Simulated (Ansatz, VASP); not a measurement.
# One calculation of NbTeN, two programs

```
Nb Te N
1.0
     3.51938    0.00000    0.00000
     0.00000    3.51938    0.00000
     0.00000    0.00000    9.37329
Nb Te N
2 2 2
Direct
  0.50000 0.00000 0.11438
  0.00000 0.50000 0.88562
  0.50000 0.00000 0.69863
  0.00000 0.50000 0.30137
  0.50000 0.50000 0.00000
  0.00000 0.00000 0.00000
```

Alike in both runs: task single point; functional PBEsol; k mesh 5 × 5 × 2; occupations fermi-dirac, width 0.05 eV; no spin polarisation.

|  | VASP | Ansatz |
| --- | --- | --- |
| version | VASP 6.6.1 | Ansatz 0.2.0 |
| potentials or method | VASP PAW PBE potentials, release 64 (Nb_sv, Te, N), cutoff 520 eV | plane waves, PAW |
| valence electrons in the cell | 48 | 68 |

Ansatz gave:

```
pressure (GPa)                                                : 0.8
traceless stress, the component that is largest in VASP (GPa) : -0.41
```

Task: Which values does VASP return?

Result: Pressure (GPa): 0.7; traceless stress, the component that is largest in VASP (GPa): -0.38.

VASP's potentials were made for PBE, not for PBEsol. The functional is the same, so the differences come from potentials, cutoffs and numerics. VASP's potentials hold 48 valence electrons a cell and Ansatz's 68, so a difference there can come from the potentials and not from the codes.

Neither program's run includes spin-orbit coupling.
